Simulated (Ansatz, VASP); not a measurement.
# ZnMo3 in VASP and in Ansatz

Contents of INCAR:

```
SYSTEM = ZnMo3
ALGO = Fast ; EDIFF = 1E-6
ENCUT = 520 ; GGA = PE
ISIF = 2 ; ISMEAR = 0
LASPH = .TRUE. ; LCHARG = .FALSE.
LREAL = .FALSE. ; LWAVE = .FALSE.
NBANDS = 35 ; NELM = 80
PREC = Accurate ; SIGMA = 0.1
```

Contents of KPOINTS:

```
k-points
0
G
  10 10 10
  0 0 0
```

The input POSCAR:

```
ZnMo3
1.0
    4.0073879787      0.0000000000      0.0000000000
    0.0000000000      4.0073879787      0.0000000000
    0.0000000000      0.0000000000      4.0073879787
Zn Mo
1 3
Direct
    0.0000000000      0.0000000000      0.0000000000
    0.0000000000      0.5000000000      0.5000000000
    0.5000000000      0.0000000000      0.5000000000
    0.5000000000      0.5000000000      0.0000000000
```

Input for Ansatz:

```yaml
crystal:
  lattice:
    - [4.0073879787, 0.0, 0.0]
    - [0.0, 4.0073879787, 0.0]
    - [0.0, 0.0, 4.0073879787]
  atoms:
    - { symbol: Zn, position: [0.0, 0.0, 0.0] }
    - { symbol: Mo, position: [0.0, 0.5, 0.5] }
    - { symbol: Mo, position: [0.5, 0.0, 0.5] }
    - { symbol: Mo, position: [0.5, 0.5, 0.0] }
basis:
  ecutwfc: 420
kpoints:
  mp_grid: { grid: [10, 10, 10] }
hamiltonian:
  xc: pbe
scf:
  occupations: { method: gaussian, width: 0.1 }
output:
  forces: true
  stress: true
  eigenvalues: true
```

Alike in both runs: task single point; functional PBE; k mesh 10 × 10 × 10; occupations gaussian, width 0.1 eV; no spin polarisation.

|  | VASP | Ansatz |
| --- | --- | --- |
| version | VASP 6.6.1 | Ansatz 0.2.0 |
| potentials or method | VASP PAW PBE potentials, release 64 (Zn, Mo_sv), cutoff 520 eV | scalar-relativistic, plane waves, PAW |
| valence electrons in the cell | 54 | 54 |

|  | VASP | Ansatz | Ansatz less VASP |
| --- | --- | --- | --- |
| gap on the k mesh at the Fermi level (eV) | none | none | - |
| pressure (GPa) | -10.2 | -10.6 | -0.43 |

A gap of «none» marks a metal or a gap that the smearing closes.
